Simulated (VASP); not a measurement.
# Al (Pm-3m) in VASP: single point with PBE

Aim: the single point of Al with PBE.

Everything below comes from runs of VASP 6.6.1. Logs are shortened: lines on timing, memory, paths and dates and some standing lists are left out, and cuts for length are marked.

### Step 1. The cell of the first run

It takes space group Pm-3m (No. 221, cubic). The conventional cell has a = 2.718 Å, b = 2.718 Å, c = 2.718 Å, α = 90.00°, β = 90.00°, γ = 90.00°. Within 3.6 Å of Al (site symmetry m-3m) lie 6 Al at 2.72 Å.

### Step 2. Single point, PBE

File INCAR:

```
PREC     = Accurate       # precision mode
ENCUT    = 520            # plane-wave cutoff, eV
EDIFF    = 1E-6           # SCF threshold, eV
ISMEAR   = -1             # smearing method
SIGMA    = 0.13605693000000002 # smearing width, eV
LREAL    = False          # projectors in reciprocal space
LASPH    = True           # aspherical terms in the spheres
NELM     = 80             # most SCF steps
ALGO     = Normal         # electronic algorithm
ISIF     = 2              # what is computed and relaxed
LWAVE    = False          # write WAVECAR
LCHARG   = True           # write CHGCAR
GGA      = PE             # functional
LELF     = True           # ELF
LVHAR    = True         
NBANDS   = 8              # bands
```

File KPOINTS:

```
Automatic mesh
0
Gamma
  12 12 12
```

File POSCAR:

```
Al
1.0
    2.7183027185      0.0000000000      0.0000000000
    0.0000000000      2.7183027185      0.0000000000
    0.0000000000      0.0000000000      2.7183027185
Al
1
Direct
    0.0000000000      0.0000000000      0.0000000000
```

Potentials or basis: VASP PAW PBE potentials, release 64 (Al).

Started as:

```sh
cat potpaw_PBE.64/Al/POTCAR > POTCAR
mpirun -np 1 vasp_std > vasp.out
```

OUTCAR:

```text
PREC = Accurate
   ENCUT = 520
   EDIFF = 1E-6
   ISMEAR = -1
   LREAL = False
   LASPH = True
   NELM = 80
   ISIF = 2
   GGA = PE

 ion  position               nearest neighbor table
   1  0.000  0.000  0.000-

  LATTYP: Found a simple cubic cell.
 ALAT       =     2.7183027185

  Lattice vectors:

 A1 = (   2.7183027185,   0.0000000000,   0.0000000000)
 A2 = (   0.0000000000,   2.7183027185,   0.0000000000)
 A3 = (   0.0000000000,   0.0000000000,   2.7183027185)

Analysis of symmetry for initial positions (statically):
=====================================================================
 Subroutine PRICEL returns:
 Original cell was already a primitive cell.

 Routine SETGRP: Setting up the symmetry group for a
 simple cubic supercell.

 Subroutine GETGRP returns: Found 48 space group operations
 (whereof 48 operations were pure point group operations)
 out of a pool of 48 trial point group operations.

The static configuration has the point symmetry O_h .

Analysis of symmetry for dynamics (positions and initial velocities):
=====================================================================
 Subroutine PRICEL returns:
 Original cell was already a primitive cell.

 Routine SETGRP: Setting up the symmetry group for a
 simple cubic supercell.

 Subroutine GETGRP returns: Found 48 space group operations
 (whereof 48 operations were pure point group operations)
 out of a pool of 48 trial point group operations.

The dynamic configuration has the point symmetry O_h .

 Subroutine INISYM returns: Found 48 space group operations
 (whereof 48 operations are pure point group operations),
 and found     1 'primitive' translations

----------------------------------------------------------------------------------------

                                     Primitive cell

  volume of cell :      20.0860

  direct lattice vectors                    reciprocal lattice vectors
     2.718302718  0.000000000  0.000000000     0.367876614  0.000000000  0.000000000
     0.000000000  2.718302718  0.000000000     0.000000000  0.367876614  0.000000000
     0.000000000  0.000000000  2.718302718     0.000000000  0.000000000  0.367876614

  length of vectors
     2.718302718  2.718302718  2.718302718     0.367876614  0.367876614  0.367876614

  position of ions in fractional coordinates (direct lattice)
     0.000000000  0.000000000  0.000000000

[... 69 lines left out ...]
   ISPIN  =      1    spin polarized calculation?
   LNONCOLLINEAR =      F non collinear calculations
   LSORBIT =      F    spin-orbit coupling
   LASPH  =      T    aspherical Exc in radial PAW
   ENCUT  =  520.0 eV  38.22 Ry    6.18 a.u.   5.05  5.05  5.05*2*pi/ulx,y,z
   NELM   =     80;   NELMIN=  2; NELMDL= -5     # of ELM steps
   EDIFF  = 0.1E-05   stopping-criterion for ELM
   LREAL  =      F    real-space projection
   EDIFFG = 0.1E-04   stopping-criterion for IOM
   NSW    =      0    number of steps for IOM
   IBRION =     -1    ionic relax: 0-MD 1-quasi-New 2-CG
   NFREE  =      0    steps in history (QN), initial steepest desc. (CG)
   ISIF   =      2    stress and relaxation
   ISYM   =      2    0-nonsym 1-usesym 2-fastsym
   POTIM  = 0.5000    time-step for ionic-motion
   TEBEG  =    0.0;   TEEND  =   0.0 temperature during run
   PSTRESS=    0.0 pullay stress
   NELECT =       3.0000    total number of electrons
   NUPDOWN=      -1.0000    fix difference up-down
   EMIN   =  10.00;   EMAX   =-10.00  energy-range for DOS
   EFERMI =   0.00;   METHOD = LEGACY
   ISMEAR =    -1;   SIGMA  =   0.14  broadening in eV -4-tet -1-fermi 0-gaus
   EFERMI_NEDOS =   21; number of points for ismear=-14 and -15
   IALGO  =     38    algorithm
   IMIX   =      4    mixing-type and parameters
     AMIX     =   0.40;   BMIX     =  1.00
     AMIX_MAG =   1.60;   BMIX_MAG =  1.00
  volume/ion in A,a.u.               =      20.09       135.55
  Fermi-wavevector in a.u.,A,eV,Ry     =   0.868595  1.641407 10.265019  0.754458
  Thomas-Fermi vector in A             =   1.987296
   LORBIT       =      0    0 simple, 1 ext, 2 COOP (PROOUT), +10 PAW based schemes
   GGA     = PE    functional components
   LHFCALC =     F    Hartree Fock is set to
   AEXX    =    0.0000 exact exchange contribution
   IVDW    =     0    specifies the selected vdW correction
   LEPSILON=     F    determine dielectric tensor
   LRPA    =     F    only Hartree local field effects (RPA)
 non-spin polarized calculation
  energy-cutoff  :      520.00
  volume of cell :       20.09
 maximum number of plane-waves:       554
   NGX = 11   NGY = 11   NGZ = 11

 number of electron       3.0000000 magnetization

 Free energy of the ion-electron system (eV)
  ---------------------------------------------------
  ext. energy  EPLUGINS =         0.00000000
  ---------------------------------------------------
  free energy    TOTEN  =        -3.38852596 eV

  energy without entropy =       -3.35701504  energy(sigma->0) =       -3.37277050

 E-fermi :   5.6643     XC(G=0):  -9.4358

 val. band max:        5.6432689152   @ k =   0.5000   0.4167   0.2500
 cond. band min:       5.7311179306   @ k =   0.3333   0.1667   0.1667
 fundamental gap:      0.0878490155
 Fermi energy:         5.6642602069

 k-point     1 :       0.0000    0.0000    0.0000
  band No.  band energies     occupation
      1      -3.8860      2.00000
      2      13.6847      0.00000
      3      13.6847      0.00000
      4      14.8366      0.00000
      5      14.8366      0.00000
      6      14.8366      0.00000
      7      21.1062      0.00000
      8      29.6769      0.00000
[... 243 lines left out ...]
 k-point    24 :       0.4167    0.3333    0.0000
  band No.  band energies     occupation
      1       1.5985      2.00000
      2       4.8011      1.99649
      3       8.0794      0.00000
      4      11.5238      0.00000
      5      19.3803      0.00000
      6      21.8550      0.00000
      7      22.4295      0.00000
      8      25.0033      0.00000

 [... further k-points ...]
[... 5 lines left out ...]
  --------------------------------------------------------------------------------------
  -------------------------------------------------------------------------------------
  Total        0.0336960      0.0336960      0.0336960      0.0000000     -0.0000000      0.0000000
  in kB        2.6877870      2.6877870      2.6877870      0.0000000     -0.0000000      0.0000000
  external PRESSURE =       2.6877870 kB  Pullay stress =       0.0000000 kB

 VOLUME and BASIS-vectors are now :
 -----------------------------------------------------------------------------
  energy-cutoff  :      520.00
  volume of cell :       20.09
      direct lattice vectors                 reciprocal lattice vectors
     2.718302718  0.000000000  0.000000000     0.367876614  0.000000000  0.000000000
     0.000000000  2.718302718  0.000000000     0.000000000  0.367876614  0.000000000
     0.000000000  0.000000000  2.718302718     0.000000000  0.000000000  0.367876614

 POSITION                                       TOTAL-FORCE (eV/Angst)
 -----------------------------------------------------------------------------------
      0.00000      0.00000      0.00000         0.000000      0.000000      0.000000
 -----------------------------------------------------------------------------------
    total drift:                               -0.000000      0.000000     -0.000000

  FREE ENERGIE OF THE ION-ELECTRON SYSTEM (eV)
  ---------------------------------------------------
  free  energy   TOTEN  =        -3.3885259577 eV

  energy  without entropy=       -3.3570150391  energy(sigma->0) =       -3.37277050
```

OSZICAR:

```text
N       E                     dE             d eps       ncg     rms          rms(c)
DAV:   1    -0.191348427861E+01   -0.19135E+01   -0.83265E+02  1360   0.202E+02
DAV:   2    -0.338733223965E+01   -0.14738E+01   -0.13897E+01  1824   0.174E+01
DAV:   3    -0.339529856646E+01   -0.79663E-02   -0.79575E-02  1688   0.149E+00
DAV:   4    -0.339532795331E+01   -0.29387E-04   -0.29387E-04  1904   0.815E-02
DAV:   5    -0.339532816030E+01   -0.20699E-06   -0.20699E-06  1688   0.478E-03    0.101E+00
DAV:   6    -0.339127226715E+01    0.40559E-02   -0.20605E-03  1608   0.176E-01    0.591E-01
DAV:   7    -0.338851538357E+01    0.27569E-02   -0.52824E-03  1536   0.275E-01    0.952E-02
DAV:   8    -0.338852623668E+01   -0.10853E-04   -0.40230E-05  1912   0.404E-02    0.756E-03
DAV:   9    -0.338852595768E+01    0.27900E-06   -0.63912E-07  1672   0.336E-03
   1 F= -.33885260E+01 E0= -.33727705E+01  d E =-.315109E-01
```

It took 3.9 s on 1 thread of AMD EPYC 9R45 (Zen 5), shared host; peak memory 0.09 GiB.

What came out:

```
Free energy : -3.3885 eV
Pressure    : 0.3 GPa
```
